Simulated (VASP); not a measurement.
# Si4N (P6/mmm) in VASP: notebook

The runs below take Si4N through single point, with PBE.

Program: VASP 6.6.1. These are calculated values, not measurements. Logs are shortened: lines on timing, memory, paths and dates and some standing lists are left out, and cuts for length are marked.

## 1. The cell of the first run

The structure is hexagonal, space group P6/mmm (No. 191). Conventional cell: a = 5.217 Å, b = 5.217 Å, c = 3.293 Å, α = 90.00°, β = 90.00°, γ = 120.00°. Si (site symmetry mmm) has 8 Si at 2.61 to 3.29 Å and 4 N at 3.08 Å within 3.4 Å. Within 2.2 Å of Si (site symmetry 6/mmm) lie 2 N at 1.65 Å. N (site symmetry 6/mmm) has 2 Si at 1.65 Å within 2.2 Å.

## 2. Single point, PBE

Input file INCAR:

```
SYSTEM = Si4N
PREC     = Accurate       ! precision mode
ENCUT    = 520            ! plane-wave cutoff, eV
EDIFF    = 1E-7           ! SCF threshold, eV
ISMEAR   = 0              ! smearing method
SIGMA    = 0.1            ! smearing width, eV
LREAL    = .False.        ! projectors in reciprocal space
LASPH    = .True.         ! aspherical terms in the spheres
NELM     = 100            ! most SCF steps
ALGO     = Normal         ! electronic algorithm
ISIF     = 2              ! what is computed and relaxed
LWAVE    = .False.        ! write WAVECAR
LCHARG   = .False.        ! write CHGCAR
GGA      = PE             ! functional
NBANDS   = 18             ! bands
```

Input file KPOINTS:

```
regular mesh
0
Gamma
  6 6 6
  0 0 0
```

Input file POSCAR:

```
Si4N
1.0
    5.2174825971      0.0000000031      0.0000000000
   -2.6087413012      4.5184724713      0.0000000000
    0.0000000000      0.0000000000      3.2930844348
Si N
4 1
Direct
    0.5000077572      0.0000000000      0.0000000000
    0.0000000000      0.5000077572      0.0000000000
    0.4999922428      0.4999922428      0.0000000000
    0.0000000000      0.0000000000      0.0000000000
    0.0000000000      0.0000000000      0.5000000000
```

Potentials or basis: VASP PAW PBE potentials, release 64 (Si, N).

Launch:

```sh
$ cat potpaw_PBE.64/Si/POTCAR potpaw_PBE.64/N/POTCAR > POTCAR
$ mpirun -np 1 vasp_std > vasp.out
```

OUTCAR:

```text
SYSTEM = Si4N
   PREC = Accurate
   ENCUT = 520
   EDIFF = 1E-7
   ISMEAR = 0
   LREAL = .False.
   LASPH = .True.
   NELM = 100
   ISIF = 2
   GGA = PE

 ion  position               nearest neighbor table
   1  0.500  0.000  0.000-   4 2.61   3 2.61   3 2.61   2 2.61   2 2.61   4 2.61
   2  0.000  0.500  0.000-   4 2.61   1 2.61   1 2.61   3 2.61   3 2.61   4 2.61
   3  0.500  0.500  0.000-   4 2.61   1 2.61   1 2.61   2 2.61   2 2.61   4 2.61
   4  0.000  0.000  0.000-   5 1.65   5 1.65   2 2.61   3 2.61   1 2.61   2 2.61   3 2.61   1 2.61

   5  0.000  0.000  0.500-   4 1.65   4 1.65

  LATTYP: Found a hexagonal cell.
 ALAT       =     5.2174825971
 C/A-ratio  =     0.6311634727

  Lattice vectors:

 A1 = (   5.2174825971,   0.0000000031,   0.0000000000)
 A2 = (  -2.6087413012,   4.5184724713,   0.0000000000)
 A3 = (   0.0000000000,   0.0000000000,   3.2930844348)

Analysis of symmetry for initial positions (statically):
=====================================================================
 Subroutine PRICEL returns:
 Original cell was already a primitive cell.

 Routine SETGRP: Setting up the symmetry group for a
 hexagonal supercell.

 Subroutine GETGRP returns: Found 12 space group operations
 (whereof 12 operations were pure point group operations)
 out of a pool of 24 trial point group operations.

The static configuration has the point symmetry D_3h.

Analysis of symmetry for dynamics (positions and initial velocities):
=====================================================================
 Subroutine PRICEL returns:
 Original cell was already a primitive cell.

 Routine SETGRP: Setting up the symmetry group for a
 hexagonal supercell.

 Subroutine GETGRP returns: Found 12 space group operations
 (whereof 12 operations were pure point group operations)
 out of a pool of 24 trial point group operations.

The dynamic configuration has the point symmetry D_3h.

 Subroutine INISYM returns: Found 12 space group operations
 (whereof 12 operations are pure point group operations),
 and found     1 'primitive' translations

----------------------------------------------------------------------------------------

                                     Primitive cell

  volume of cell :      77.6346

  direct lattice vectors                    reciprocal lattice vectors
     5.217482597  0.000000003  0.000000000     0.191663313  0.110656865  0.000000000
    -2.608741301  4.518472471  0.000000000    -0.000000000  0.221313731  0.000000000
     0.000000000  0.000000000  3.293084435     0.000000000  0.000000000  0.303666675

  length of vectors
     5.217482597  5.217482597  3.293084435     0.221313731  0.221313731  0.303666675

  position of ions in fractional coordinates (direct lattice)
     0.500007757  0.000000000  0.000000000
     0.000000000  0.500007757  0.000000000
     0.499992243  0.499992243  0.000000000
     0.000000000  0.000000000  0.000000000
     0.000000000  0.000000000  0.500000000

  ion indices of the primitive-cell ions
   primitive index   ion index
                 1           1
                 2           2
                 3           3
                 4           4
                 5           5

----------------------------------------------------------------------------------------

 KPOINTS: regular mesh

Automatic generation of k-mesh.
 Grid dimensions read from file:
 generate k-points for:    6    6    6

 Generating k-lattice:

  Cartesian coordinates                     Fractional coordinates (reciprocal lattice)
     0.031943885  0.018442811  0.000000000     0.166666667  0.000000000  0.000000000
    -0.000000000  0.036885622  0.000000000    -0.000000000  0.166666667  0.000000000
     0.000000000  0.000000000  0.050611112     0.000000000  0.000000000  0.166666667

  Length of vectors
     0.036885622  0.036885622  0.050611112

  Shift w.r.t. Gamma in fractional coordinates (k-lattice)
     0.000000000  0.000000000  0.000000000

 Subroutine IBZKPT returns following result:
 ===========================================

 Found     28 irreducible k-points:

 Following reciprocal coordinates:
            Coordinates               Weight
  0.000000  0.000000  0.000000      1.000000
  0.166667  0.000000  0.000000      6.000000
  0.333333  0.000000  0.000000      6.000000
  0.500000  0.000000  0.000000      3.000000
  0.166667  0.166667  0.000000      6.000000
  0.333333  0.166667  0.000000     12.000000
[... 16 lines left out ...]
  0.166667  0.000000  0.500000      6.000000
  0.333333  0.000000  0.500000      6.000000
 [... further k-points ...]
   k-points           NKPTS =     28   k-points in BZ     NKDIM =     28   number of bands    NBANDS=     18
   number of dos      NEDOS =    301   number of ions     NIONS =      5
   total plane-waves  NPLWV =  38400
   dimension x,y,z NGX =    40 NGY =   40 NGZ =   24
   dimension x,y,z NGXF=    80 NGYF=   80 NGZF=   48
   ions per type =               4   1
   NGX,Y,Z   is equivalent  to a cutoff of  12.75, 12.75, 12.12 a.u.
   NGXF,Y,Z  is equivalent  to a cutoff of  25.49, 25.49, 24.23 a.u.
 SYSTEM =  Si4N
   PREC   = accura    normal or accurate (medium, high low for compatibility)
   ISTART =      0    job   : 0-new  1-cont  2-samecut
   ICHARG =      2    charge: 1-file 2-atom 10-const
   ISPIN  =      1    spin polarized calculation?
   LNONCOLLINEAR =      F non collinear calculations
   LSORBIT =      F    spin-orbit coupling
   LASPH  =      T    aspherical Exc in radial PAW
   ENCUT  =  520.0 eV  38.22 Ry    6.18 a.u.   9.70  9.70  6.12*2*pi/ulx,y,z
   NELM   =    100;   NELMIN=  2; NELMDL= -5     # of ELM steps
   EDIFF  = 0.1E-06   stopping-criterion for ELM
   LREAL  =      F    real-space projection
   EDIFFG = 0.1E-05   stopping-criterion for IOM
   NSW    =      0    number of steps for IOM
   IBRION =     -1    ionic relax: 0-MD 1-quasi-New 2-CG
   NFREE  =      0    steps in history (QN), initial steepest desc. (CG)
   ISIF   =      2    stress and relaxation
   ISYM   =      2    0-nonsym 1-usesym 2-fastsym
   POTIM  = 0.5000    time-step for ionic-motion
   TEBEG  =    0.0;   TEEND  =   0.0 temperature during run
   PSTRESS=    0.0 pullay stress
   NELECT =      21.0000    total number of electrons
   NUPDOWN=      -1.0000    fix difference up-down
   EMIN   =  10.00;   EMAX   =-10.00  energy-range for DOS
   EFERMI =   0.00;   METHOD = LEGACY
   ISMEAR =     0;   SIGMA  =   0.10  broadening in eV -4-tet -1-fermi 0-gaus
   EFERMI_NEDOS =   21; number of points for ismear=-14 and -15
   IALGO  =     38    algorithm
   IMIX   =      4    mixing-type and parameters
     AMIX     =   0.40;   BMIX     =  1.00
     AMIX_MAG =   1.60;   BMIX_MAG =  1.00
  volume/ion in A,a.u.               =      15.53       104.78
  Fermi-wavevector in a.u.,A,eV,Ry     =   1.058757  2.000760 15.251659  1.120965
  Thomas-Fermi vector in A             =   2.194077
   LORBIT       =      0    0 simple, 1 ext, 2 COOP (PROOUT), +10 PAW based schemes
   GGA     = PE    functional components
   LHFCALC =     F    Hartree Fock is set to
   AEXX    =    0.0000 exact exchange contribution
   IVDW    =     0    specifies the selected vdW correction
   LEPSILON=     F    determine dielectric tensor
   LRPA    =     F    only Hartree local field effects (RPA)
 non-spin polarized calculation
 Gauss-broadening in eV      SIGMA  =   0.10
  energy-cutoff  :      520.00
  volume of cell :       77.63
 maximum number of plane-waves:      2118
 NGX is ok and might be reduce to    40
   NGX = 19   NGY = 19   NGZ = 13

 number of electron      21.0000002 magnetization

 Free energy of the ion-electron system (eV)
  ---------------------------------------------------
  ext. energy  EPLUGINS =         0.00000000
  ---------------------------------------------------
  free energy    TOTEN  =       -26.27104078 eV

  energy without entropy =      -26.25581276  energy(sigma->0) =      -26.26342677

 E-fermi :   6.9608     XC(G=0): -10.3428

 val. band max:        6.9383593858   @ k =   0.3333   0.1667   0.1667
 cond. band min:       6.9831125132   @ k =   0.3333   0.0000   0.3333
 fundamental gap:      0.0447531274
 Fermi energy:         6.9607961363

 k-point     1 :       0.0000    0.0000    0.0000
  band No.  band energies     occupation
      1      -9.4853      2.00000
      2      -3.7591      2.00000
      3       0.3765      2.00000
      4       0.3765      2.00000
      5       0.4289      2.00000
      6       1.5107      2.00000
[... 10 lines left out ...]
     17      14.7120      0.00000
     18      14.7123      0.00000

 k-point     2 :       0.1667    0.0000    0.0000
  band No.  band energies     occupation
      1      -9.4506      2.00000
      2      -3.7856      2.00000
      3      -0.4290      2.00000
      4      -0.1121      2.00000
      5       0.4370      2.00000
      6       1.0903      2.00000
[... 10 lines left out ...]
     17      13.0606      0.00000
     18      14.5200      0.00000

 k-point     3 :       0.3333    0.0000    0.0000
  band No.  band energies     occupation
      1      -9.3788      2.00000
      2      -3.8095      2.00000
      3      -1.5150      2.00000
      4      -0.6075      2.00000
      5       0.4532      2.00000
      6       1.7205      2.00000
[... 10 lines left out ...]
     17      12.5918      0.00000
     18      14.6650      0.00000

 k-point     4 :       0.5000    0.0000    0.0000
  band No.  band energies     occupation
      1      -9.3415      2.00000
      2      -3.8012      2.00000
      3      -1.9380      2.00000
      4      -0.7816      2.00000
      5       0.4614      2.00000
      6       2.2353      2.00000
[... 10 lines left out ...]
     17      11.9524      0.00000
     18      14.5338      0.00000

 k-point     5 :       0.1667    0.1667    0.0000
  band No.  band energies     occupation
      1      -9.3972      2.00000
      2      -3.7880      2.00000
      3      -1.5254      2.00000
      4      -0.1002      2.00000
      5       0.4492      2.00000
      6       1.3019      2.00000
[... 10 lines left out ...]
     17      12.3935      0.00000
     18      13.6182      0.00000

 k-point     6 :       0.3333    0.1667    0.0000
  band No.  band energies     occupation
      1      -9.3420      2.00000
      2      -3.6909      2.00000
      3      -2.3861      2.00000
      4      -0.1828      2.00000
      5       0.4614      2.00000
      6       2.0013      2.00000
[... 307 lines left out ...]
 k-point    21 :       0.3333    0.3333    0.3333
  band No.  band energies     occupation
      1      -8.5072      2.00000
      2      -3.1171      2.00000
      3      -2.2450      2.00000
      4      -2.2450      2.00000
      5       2.4500      2.00000
      6       3.1704      2.00000
[... 10 lines left out ...]
     17      11.4580      0.00000
     18      11.4580      0.00000

 k-point    22 :       0.0000    0.0000    0.5000
  band No.  band energies     occupation
      1      -8.1356      2.00000
      2      -4.9774      2.00000
      3      -0.4883      2.00000
      4       2.5041      2.00000
      5       2.5041      2.00000
      6       2.6485      2.00000
[... 10 lines left out ...]
     17      14.4003      0.00000
     18      14.4007      0.00000

 k-point    23 :       0.1667    0.0000    0.5000
  band No.  band energies     occupation
      1      -8.1293      2.00000
      2      -4.8229      2.00000
      3      -0.8976      2.00000
      4       1.2034      2.00000
      5       1.8130      2.00000
      6       2.6108      2.00000
[... 10 lines left out ...]
     17      13.4784      0.00000
     18      13.8686      0.00000

 k-point    24 :       0.3333    0.0000    0.5000
  band No.  band energies     occupation
      1      -8.1166      2.00000
      2      -4.4123      2.00000
      3      -1.7763      2.00000
      4       0.3209      2.00000
      5       1.2611      2.00000
      6       2.2625      2.00000
[... 10 lines left out ...]
     17      12.3446      0.00000
     18      13.8543      0.00000

 [... further k-points ...]

------------------------ aborting loop because EDIFF is reached ----------------------------------------

  FORCE on cell =-STRESS in cart. coord.  units (eV):
  Direction    XX          YY          ZZ          XY          YZ          ZX
  --------------------------------------------------------------------------------------
  -------------------------------------------------------------------------------------
  Total        0.0162010      0.0162010     -0.0315645      0.0000000      0.0000000      0.0000000
  in kB        0.3343468      0.3343468     -0.6514085      0.0000000      0.0000000      0.0000000
  external PRESSURE =       0.0057617 kB  Pullay stress =       0.0000000 kB

 VOLUME and BASIS-vectors are now :
 -----------------------------------------------------------------------------
  energy-cutoff  :      520.00
  volume of cell :       77.63
      direct lattice vectors                 reciprocal lattice vectors
     5.217482597  0.000000003  0.000000000     0.191663313  0.110656865  0.000000000
    -2.608741301  4.518472471  0.000000000    -0.000000000  0.221313731  0.000000000
     0.000000000  0.000000000  3.293084435     0.000000000  0.000000000  0.303666675

 POSITION                                       TOTAL-FORCE (eV/Angst)
 -----------------------------------------------------------------------------------
      2.60878      0.00000      0.00000        -0.000173     -0.000000     -0.000000
     -1.30439      2.25927      0.00000         0.000086     -0.000150     -0.000000
      1.30435      2.25920      0.00000         0.000086      0.000150      0.000000
      0.00000      0.00000      0.00000         0.000000     -0.000000     -0.000000
      0.00000      0.00000      1.64654         0.000000      0.000000     -0.000000
 -----------------------------------------------------------------------------------
    total drift:                                0.000000      0.000000     -0.000000

  FREE ENERGIE OF THE ION-ELECTRON SYSTEM (eV)
  ---------------------------------------------------
  free  energy   TOTEN  =       -26.2710407809 eV

  energy  without entropy=      -26.2558127578  energy(sigma->0) =      -26.26342677
```

Wall time 14 s (1 thread of Intel Xeon 6975P-C (Granite Rapids), shared host); peak memory 0.19 GiB.

Results:

```yaml
Free_energy: -26.2710 eV
Pressure: 0.0 GPa
```

## 3. Single point, PBE

This run uses another cell than the first one, of 15.67 Å³/atom, 1.009 times its volume.

Input file INCAR:

```
SYSTEM = Si4N
PREC = Accurate
ENCUT = 520
EDIFF = 1E-6
ISMEAR = 0
SIGMA = 0.1
LREAL = .False.
LASPH = .True.
NELM = 100
ALGO = Normal
ISIF = 2
LWAVE = .False.
LCHARG = .False.
GGA = PE
NBANDS = 18
```

Input file KPOINTS:

```
Automatic mesh
0
Gamma
  12 12 12
  0 0 0
```

Input file POSCAR:

```
Si4N
1.0
    5.2572430670      0.0000000000      0.0000000000
   -2.6286215335      4.5529060499      0.0000000000
    0.0000000000      0.0000000000      3.2731566098
Si N
4 1
Direct
    0.5000000000      0.0000000000      0.0000000000
    0.0000000000      0.5000000000      0.0000000000
    0.5000000000      0.5000000000      0.0000000000
    0.0000000000      0.0000000000      0.0000000000
    0.0000000000      0.0000000000      0.5000000000
```

Potentials or basis: VASP PAW PBE potentials, release 64 (Si, N).

Launch:

```sh
$ cat potpaw_PBE.64/Si/POTCAR potpaw_PBE.64/N/POTCAR > POTCAR
$ mpirun -np 1 vasp_std > vasp.out
```

Run time: 49 s. Hardware: 1 thread of Intel Xeon 6975P-C (Granite Rapids), shared host; peak memory 0.28 GiB.

It converged, with:

| Quantity | Value |
| --- | --- |
| Free energy | -26.2978 eV |
| Pressure | -0.1 GPa |

Levels at points of the mesh, in eV from the Fermi level:
| k point | band 8 | band 9 | band 10 | band 11 | band 12 | band 13 | band 14 | band 15 |
| --- | --- | --- | --- | --- | --- | --- | --- | --- |
| (0.00, 0.00, 0.00) | -5.35 | -1.14 | 0.44 | 0.44 | 1.79 | 5.15 | 5.67 | 5.67 |
| (0.50, 0.00, 0.00) | -2.46 | -0.47 | 0.70 | 1.24 | 1.78 | 2.14 | 3.55 | 3.65 |
| (0.00, 0.00, 0.50) | -3.99 | -3.99 | -3.29 | -3.29 | 0.07 | 0.07 | 2.62 | 2.75 |
| (0.50, 0.00, 0.50) | -2.32 | -2.29 | -0.76 | 0.39 | 0.53 | 0.84 | 0.99 | 2.94 |
